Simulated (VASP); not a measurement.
# Na (P6/mmm) in VASP: a series of runs, part 2 of 2

VASP 6.6.1. The steps go on from the part before.

## 3. Single point, PBEsol

Input file INCAR:

```
SYSTEM = Na
PREC = Accurate ; ENCUT = 520
EDIFF = 1E-6 ; ISMEAR = 0
SIGMA = 0.1 ; LREAL = .False.
LASPH = .True. ; NELM = 100
ALGO = Normal ; ISIF = 2
LWAVE = .False. ; LCHARG = .True.
GGA = PS ; LELF = .True.
LVHAR = .True. ; NBANDS = 10
```

Input file KPOINTS:

```
Automatic mesh
0
Gamma
  18 18 16
  0 0 0
```

Input file POSCAR:

```
Na
1.0
    3.5932974002      0.0000000000      0.0000000000
   -1.7966487001      3.1118868319      0.0000000000
    0.0000000000      0.0000000000      3.3574872583
Na
1
Direct
    0.0000000000      0.0000000000      0.0000000000
```

Potentials or basis: VASP PAW PBE potentials, release 64 (Na_pv).

The run is started by

```sh
$ cat potpaw_PBE.64/Na_pv/POTCAR > POTCAR
$ mpirun -np 1 vasp_std > vasp.out
```

OUTCAR:

```text
SYSTEM = Na
   PREC = Accurate
   ENCUT = 520
   EDIFF = 1E-6
   ISMEAR = 0
   LREAL = .False.
   LASPH = .True.
   NELM = 100
   ISIF = 2
   GGA = PS

 ion  position               nearest neighbor table
   1  0.000  0.000  0.000-

  LATTYP: Found a hexagonal cell.
 ALAT       =     3.5932974002
 C/A-ratio  =     0.9343750000

  Lattice vectors:

 A1 = (   3.5932974002,   0.0000000000,   0.0000000000)
 A2 = (  -1.7966487001,   3.1118868319,   0.0000000000)
 A3 = (   0.0000000000,   0.0000000000,   3.3574872583)

Analysis of symmetry for initial positions (statically):
=====================================================================
 Subroutine PRICEL returns:
 Original cell was already a primitive cell.

 Routine SETGRP: Setting up the symmetry group for a
 hexagonal supercell.

 Subroutine GETGRP returns: Found 24 space group operations
 (whereof 24 operations were pure point group operations)
 out of a pool of 24 trial point group operations.

The static configuration has the point symmetry D_6h.

Analysis of symmetry for dynamics (positions and initial velocities):
=====================================================================
 Subroutine PRICEL returns:
 Original cell was already a primitive cell.

 Routine SETGRP: Setting up the symmetry group for a
 hexagonal supercell.

 Subroutine GETGRP returns: Found 24 space group operations
 (whereof 24 operations were pure point group operations)
 out of a pool of 24 trial point group operations.

The dynamic configuration has the point symmetry D_6h.

 Subroutine INISYM returns: Found 24 space group operations
 (whereof 24 operations are pure point group operations),
 and found     1 'primitive' translations

----------------------------------------------------------------------------------------

                                     Primitive cell

  volume of cell :      37.5432

  direct lattice vectors                    reciprocal lattice vectors
     3.593297400  0.000000000  0.000000000     0.278295918  0.160674223  0.000000000
    -1.796648700  3.111886832  0.000000000     0.000000000  0.321348447  0.000000000
     0.000000000  0.000000000  3.357487258     0.000000000  0.000000000  0.297841786

  length of vectors
     3.593297400  3.593297400  3.357487258     0.321348447  0.321348447  0.297841786

  position of ions in fractional coordinates (direct lattice)
     0.000000000  0.000000000  0.000000000

  ion indices of the primitive-cell ions
   primitive index   ion index
                 1           1

----------------------------------------------------------------------------------------

 KPOINTS: Automatic mesh

Automatic generation of k-mesh.
 Grid dimensions read from file:
 generate k-points for:   18   18   16

 Generating k-lattice:

  Cartesian coordinates                     Fractional coordinates (reciprocal lattice)
     0.015460884  0.008926346  0.000000000     0.055555556  0.000000000  0.000000000
     0.000000000  0.017852691  0.000000000     0.000000000  0.055555556  0.000000000
     0.000000000  0.000000000  0.018615112     0.000000000  0.000000000  0.062500000

  Length of vectors
     0.017852691  0.017852691  0.018615112

  Shift w.r.t. Gamma in fractional coordinates (k-lattice)
     0.000000000  0.000000000  0.000000000

 Subroutine IBZKPT returns following result:
 ===========================================

 Found    333 irreducible k-points:

 Following reciprocal coordinates:
            Coordinates               Weight
  0.000000  0.000000  0.000000      1.000000
  0.055556 -0.000000  0.000000      6.000000
  0.111111 -0.000000  0.000000      6.000000
  0.166667  0.000000  0.000000      6.000000
  0.222222 -0.000000  0.000000      6.000000
  0.277778 -0.000000  0.000000      6.000000
[... 16 lines left out ...]
  0.333333  0.111111  0.000000     12.000000
  0.388889  0.111111  0.000000     12.000000
 [... further k-points ...]
   k-points           NKPTS =    333   k-points in BZ     NKDIM =    333   number of bands    NBANDS=     10
   number of dos      NEDOS =    301   number of ions     NIONS =      1
   total plane-waves  NPLWV =  21952
   dimension x,y,z NGX =    28 NGY =   28 NGZ =   28
   dimension x,y,z NGXF=    56 NGYF=   56 NGZF=   56
   ions per type =               1
   NGX,Y,Z   is equivalent  to a cutoff of  12.95, 12.95, 13.86 a.u.
   NGXF,Y,Z  is equivalent  to a cutoff of  25.91, 25.91, 27.73 a.u.
 SYSTEM =  Na
   PREC   = accura    normal or accurate (medium, high low for compatibility)
   ISTART =      0    job   : 0-new  1-cont  2-samecut
   ICHARG =      2    charge: 1-file 2-atom 10-const
   ISPIN  =      1    spin polarized calculation?
   LNONCOLLINEAR =      F non collinear calculations
   LSORBIT =      F    spin-orbit coupling
   LASPH  =      T    aspherical Exc in radial PAW
   ENCUT  =  520.0 eV  38.22 Ry    6.18 a.u.   6.68  6.68  6.24*2*pi/ulx,y,z
   NELM   =    100;   NELMIN=  2; NELMDL= -5     # of ELM steps
   EDIFF  = 0.1E-05   stopping-criterion for ELM
   LREAL  =      F    real-space projection
   EDIFFG = 0.1E-04   stopping-criterion for IOM
   NSW    =      0    number of steps for IOM
   IBRION =     -1    ionic relax: 0-MD 1-quasi-New 2-CG
   NFREE  =      0    steps in history (QN), initial steepest desc. (CG)
   ISIF   =      2    stress and relaxation
   ISYM   =      2    0-nonsym 1-usesym 2-fastsym
   POTIM  = 0.5000    time-step for ionic-motion
   TEBEG  =    0.0;   TEEND  =   0.0 temperature during run
   PSTRESS=    0.0 pullay stress
   NELECT =       7.0000    total number of electrons
   NUPDOWN=      -1.0000    fix difference up-down
   EMIN   =  10.00;   EMAX   =-10.00  energy-range for DOS
   EFERMI =   0.00;   METHOD = LEGACY
   ISMEAR =     0;   SIGMA  =   0.10  broadening in eV -4-tet -1-fermi 0-gaus
   EFERMI_NEDOS =   21; number of points for ismear=-14 and -15
   IALGO  =     38    algorithm
   IMIX   =      4    mixing-type and parameters
     AMIX     =   0.40;   BMIX     =  1.00
     AMIX_MAG =   1.60;   BMIX_MAG =  1.00
  volume/ion in A,a.u.               =      37.54       253.35
  Fermi-wavevector in a.u.,A,eV,Ry     =   0.935256  1.767377 11.901062  0.874703
  Thomas-Fermi vector in A             =   2.062145
   LORBIT       =      0    0 simple, 1 ext, 2 COOP (PROOUT), +10 PAW based schemes
   GGA     = PS    functional components
   LHFCALC =     F    Hartree Fock is set to
   AEXX    =    0.0000 exact exchange contribution
   IVDW    =     0    specifies the selected vdW correction
   LEPSILON=     F    determine dielectric tensor
   LRPA    =     F    only Hartree local field effects (RPA)
 non-spin polarized calculation
 Gauss-broadening in eV      SIGMA  =   0.10
  energy-cutoff  :      520.00
  volume of cell :       37.54
 maximum number of plane-waves:      1056
 NGX is ok and might be reduce to    28
   NGX = 13   NGY = 13   NGZ = 13

 number of electron       6.9999991 magnetization

 Free energy of the ion-electron system (eV)
  ---------------------------------------------------
  ext. energy  EPLUGINS =         0.00000000
  ---------------------------------------------------
  free energy    TOTEN  =        -1.33350427 eV

  energy without entropy =       -1.33080903  energy(sigma->0) =       -1.33215665

 E-fermi :   0.2693     XC(G=0):  -6.4650

 val. band max:        0.2589755919   @ k =   0.3333   0.1667   0.1250
 cond. band min:       0.2882399593   @ k =   0.3889   0.1111   0.0625
 fundamental gap:      0.0292643673
 Fermi energy:         0.2692841663

 k-point     1 :       0.0000    0.0000    0.0000
  band No.  band energies     occupation
      1     -24.6127      2.00000
      2     -24.6127      2.00000
      3     -24.6127      2.00000
      4      -2.9756      2.00000
      5       8.9717      0.00000
      6      10.0773      0.00000
      7      11.1425      0.00000
      8      11.1425      0.00000
      9      12.2283      0.00000
     10      12.2840      0.00000
[... 287 lines left out ...]
 k-point    24 :       0.3889    0.1111    0.0000
  band No.  band energies     occupation
      1     -24.6515      2.00000
      2     -24.6253      2.00000
      3     -24.6084      2.00000
      4       0.2377      1.34539
      5       1.9654      0.00000
      6       6.0975      0.00000
      7      10.6141      0.00000
      8      12.6367      0.00000
      9      13.6416      0.00000
     10      14.5246      0.00000

 [... further k-points ...]

------------------------ aborting loop because EDIFF is reached ----------------------------------------

  FORCE on cell =-STRESS in cart. coord.  units (eV):
  Direction    XX          YY          ZZ          XY          YZ          ZX
  --------------------------------------------------------------------------------------
  -------------------------------------------------------------------------------------
  Total       -0.0050601     -0.0050601      0.0020792      0.0000000      0.0000000      0.0000000
  in kB       -0.2159406     -0.2159406      0.0887329      0.0000000      0.0000000      0.0000000
  external PRESSURE =      -0.1143828 kB  Pullay stress =       0.0000000 kB

 VOLUME and BASIS-vectors are now :
 -----------------------------------------------------------------------------
  energy-cutoff  :      520.00
  volume of cell :       37.54
      direct lattice vectors                 reciprocal lattice vectors
     3.593297400  0.000000000  0.000000000     0.278295918  0.160674223  0.000000000
    -1.796648700  3.111886832  0.000000000     0.000000000  0.321348447  0.000000000
     0.000000000  0.000000000  3.357487258     0.000000000  0.000000000  0.297841786

 POSITION                                       TOTAL-FORCE (eV/Angst)
 -----------------------------------------------------------------------------------
      0.00000      0.00000      0.00000         0.000000      0.000000      0.000000
 -----------------------------------------------------------------------------------
    total drift:                               -0.000000     -0.000000     -0.000000

  FREE ENERGIE OF THE ION-ELECTRON SYSTEM (eV)
  ---------------------------------------------------
  free  energy   TOTEN  =        -1.3335042684 eV

  energy  without entropy=       -1.3308090257  energy(sigma->0) =       -1.33215665
```

stdout:

```text
POSCAR found type information on POSCAR Na
 POSCAR found :  1 types and       1 ions
 scaLAPACK will be used
 -----------------------------------------------------------------------------
|                                                                             |
|                                                                             |
|     You enforced a specific xc type in the INCAR file but a different       |
|     I HOPE YOU KNOW WHAT YOU ARE DOING!                                     |
|                                                                             |
 -----------------------------------------------------------------------------

 LDA part: xc-table for (Slater+PW92), standard interpolation
 POSCAR, INCAR and KPOINTS ok, starting setup
 FFT: planning ... GRIDC
 FFT: planning ... GRID_SOFT
 FFT: planning ... GRID
 WAVECAR not read
 entering main loop
```

Wall time 29 s (1 thread of Intel Xeon 6975P-C (Granite Rapids), shared host); peak memory 0.22 GiB.

Results:

```yaml
Free_energy: -1.3335 eV
Pressure: 0.0 GPa
```

Caveat: the PAW data sets were made with another functional, which shifts forces and pressure a little.

## 4. Relaxation of cell and atoms, PBEsol

Input file INCAR:

```
ALGO = Normal
EDIFF = 1E-7
EDIFFG = -0.01
ENCUT = 600
GGA = PS
IBRION = 2
ISIF = 3
ISMEAR = 0
LASPH = True
LCHARG = False
LREAL = False
LWAVE = False
NELM = 100
NSW = 100
PREC = Accurate
SIGMA = 0.1
```

Input file KPOINTS:

```
k-points
0
Gamma
  18 18 16
```

POSCAR is that of step 3.

The run is started by

```sh
$ cat potpaw_PBE.64/Na_pv/POTCAR > POTCAR
$ mpirun -np 1 vasp_std > vasp.out
```

Run time: 29 s. Hardware: 1 thread of Intel Xeon 6975P-C (Granite Rapids), shared host; peak memory 0.22 GiB.

Results (log left out):

| Item | Value |
| --- | --- |
| Free energy | -1.3336 eV |
| Pressure after relaxing | 0.0 GPa |

Final structure:
```xyz
1
Lattice="3.5933 0.0000 0.0000 -1.7966 3.1119 0.0000 0.0000 0.0000 3.3575" Properties=species:S:1:pos:R:3 pbc="T T T"
Na    0.0000    0.0000    0.0000
```

Levels at points of the mesh, in eV from the Fermi level:
```tsv
k point	band 1	band 2	band 3	band 4	band 5	band 6	band 7
(0.00, 0.00, 0.00)	-24.88	-24.88	-24.88	-3.24	8.70	9.81	10.87
(0.50, 0.00, 0.00)	-24.92	-24.89	-24.88	0.44	0.86	7.89	8.09
(0.00, 0.00, 0.50)	-24.94	-24.88	-24.88	0.02	0.20	13.26	13.26
(0.50, 0.00, 0.50)	-24.93	-24.92	-24.89	3.48	3.61	3.71	4.68
```

Caveat: the relaxation stopped at its first step, so nothing moved; the PAW data sets were made with another functional, which shifts forces and pressure a little.

## 5. The runs side by side

```csv
task,cell,k mesh,cutoff (eV),gap on the mesh (eV),pressure (GPa)
single point,as given,6 × 6 × 6,520,none,0.1
single point,as given,18 × 18 × 16,520,none,0.0
relaxation of cell and atoms,relaxed,18 × 18 × 16,600,none,0.0
```

Alike in all rows: level PBEsol; potentials or basis VASP PAW PBE potentials, release 64 (Na_pv); no spin polarisation; smearing gaussian 0.1 eV.

Caveats: the PAW data sets were made with another functional, which shifts forces and pressure a little; the relaxation stopped at its first step, so nothing moved (some runs).

Total energies depend on the potentials used, so only differences within one code and one set of settings carry meaning.
